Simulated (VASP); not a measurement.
Write the native input for VASP 6.6.1 that does the following.

| Quantity | Value |
| --- | --- |
| Task | single point |
| Functional | PBE |
| Potentials or basis | VASP PAW PBE potentials, release 64 (Ti_sv, Al) |
| Cutoff | 520 eV |
| k mesh | 18 × 18 × 6 |
| Occupations | gaussian, width 0.15 eV |
| Spin | collinear spin |
| Starting moments | [0.333, 0.333, 0.333, 0.0] μB |
| Fixed moment | 1 μB |
| Dipole correction | no |
| Further INCAR settings | ALGO = Normal; EDIFF = 1e-06; NBANDS = 32 |

The structure of Ti3Al lies in POSCAR:

```
Ti3Al
1.0
    3.0958963221      0.0000000000      0.0000000000
   -1.5479481610      2.6811248624      0.0000000000
    0.0000000000      0.0000000000      9.7550930935
Ti Al
3 1
Direct
    0.6666666667      0.3333333333      0.0000000000
    0.3333333333      0.6666666667      0.7504575668
    0.3333333333      0.6666666667      0.2495424332
    0.6666666667      0.3333333333      0.5000000000
```

One way to write it, as run:

INCAR

```
SYSTEM = Ti3Al
PREC = Accurate
ENCUT = 520
EDIFF = 1E-6
ISMEAR = 0
SIGMA = 0.15
LREAL = .FALSE.
LASPH = .TRUE.
NELM = 150
ALGO = Normal
ISIF = 2
LWAVE = .FALSE.
LCHARG = .FALSE.
ISPIN = 2
MAGMOM = 0.333 0.333 0.333 0
LORBIT = 11
NUPDOWN = 1.0
LMAXMIX = 4
GGA = PE
NBANDS = 32
```

KPOINTS

```
regular mesh
0
G
  18 18 6
  0 0 0
```

Potentials or basis: VASP PAW PBE potentials, release 64 (Ti_sv, Al).

The run is started by

```sh
$ cat potpaw_PBE.64/Ti_sv/POTCAR potpaw_PBE.64/Al/POTCAR > POTCAR
$ mpirun -np 1 vasp_std > vasp.out
```

Results of the run:

```
Pressure                                              : -12.9 GPa
Largest force                                         : 0.049 eV/Å
Net moment                                            : 1.00 μB per cell
Site moments                                          : Ti +0.07, +0.31 (each value once); Al +0.00 μB
Valence electrons inside the program's atomic spheres : Ti 10.09, 10.08 (each value once); Al 0.74
```

Caveat: the cell stands under tension; the total moment is fixed, so each spin has its own Fermi level.

It took 22 min on 1 thread of Oxide Virtual Turin-like Processor (shared host), peak memory 0.58 GiB.
